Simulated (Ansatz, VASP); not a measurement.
One calculation of CdSe, two programs

```xyz
2
Lattice="3.0040 3.0040 0.0000 -3.0040 3.0040 0.0000 0.0000 3.0040 3.0040" Properties=species:S:1:pos:R:3 pbc="T T T"
Cd    0.0000    0.0000    0.0000
Se    1.5020    4.5060    1.5020
```

Alike in both runs: task single point; functional LDA; k mesh 6 × 6 × 6; no spin polarisation.

|  | VASP | Ansatz |
| --- | --- | --- |
| version | VASP 6.6.1 | Ansatz 0.2.0 |
| potentials or method | VASP PAW LDA potentials, release 64 (Cd, Se), cutoff 520 eV | all-electron LAPW, scalar-relativistic |
| occupations | gaussian, width 0.01 eV | fixed |

```tsv
	VASP	Ansatz	Ansatz less VASP
gap on the k mesh at the Fermi level (eV)	0.44	0.40	-0.036
pressure (GPa)	0.5	0.0	-0.47
```

LDA's correlation is that of Perdew and Zunger in VASP and of Perdew and Wang (1992) in Ansatz. Ansatz ran all-electron here, and VASP with PAW potentials.
